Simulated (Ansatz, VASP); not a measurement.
## One calculation of SnH6C4S2N2, two programs

```
Sn H C S N
1.0
     7.76900    0.00000    0.00000
     0.00000    9.65400    0.00000
     0.00000    0.00000    5.56920
Sn H C S N
2 12 8 4 4
Direct
  0.00000 0.00000 0.44706
  0.50000 0.50000 0.55294
  0.72900 0.00000 0.17400
  0.27100 0.00000 0.17400
  0.77100 0.50000 0.82600
  0.22900 0.50000 0.82600
  0.69300 0.08200 0.39600
  0.30700 0.91800 0.39600
  0.80700 0.58200 0.60400
  0.19300 0.41800 0.60400
  0.80700 0.41800 0.60400
  0.19300 0.58200 0.60400
  0.69300 0.91800 0.39600
  0.30700 0.08200 0.39600
  0.00000 0.20554 0.91150
  0.00000 0.79446 0.91150
  0.50000 0.70554 0.08850
  0.50000 0.29446 0.08850
  0.74060 0.00000 0.34180
  0.25940 0.00000 0.34180
  0.75940 0.50000 0.65820
  0.24060 0.50000 0.65820
  0.00000 0.28344 0.16813
  0.00000 0.71656 0.16813
  0.50000 0.78344 0.83187
  0.50000 0.21656 0.83187
  0.00000 0.15056 0.72650
  0.00000 0.84944 0.72650
  0.50000 0.65056 0.27350
  0.50000 0.34944 0.27350
```

Alike in both runs: task electric field gradients; functional PBEsol; k mesh 4 × 3 × 5; occupations fermi-dirac, width 0.02 eV; no spin polarisation.

```csv
,VASP,Ansatz
version,VASP 6.6.1,Ansatz 0.2.0
potentials or method,"VASP PAW PBE potentials, release 64 (Sn_d, H, C, S, N)","plane-wave PAW, scalar-relativistic"
plane-wave cutoff (eV),520,420
valence electrons in the cell,116,116
```

```tsv
	VASP	Ansatz	Ansatz less VASP
gap on the k mesh at the Fermi level (eV)	4.04	4.02	-0.020
pressure (GPa)	14.4	14.4	+0.02
traceless stress, the component that is largest in VASP (GPa)	-9.52	-9.39	+0.130
rms of the force components (eV/Å)	3.815	3.766	-0.0496
size of Vzz on the site where it differs most (V/Å²)	47.4	30.9	-16.49
```

VASP's potentials were made for PBE, not for PBEsol, and Ansatz warns of the same on its side. Atom by atom the forces differ by 0.162 eV/Å (rms over components).

Noted on VASP's run: the standard files for N, O and F lose accuracy on very short bonds.
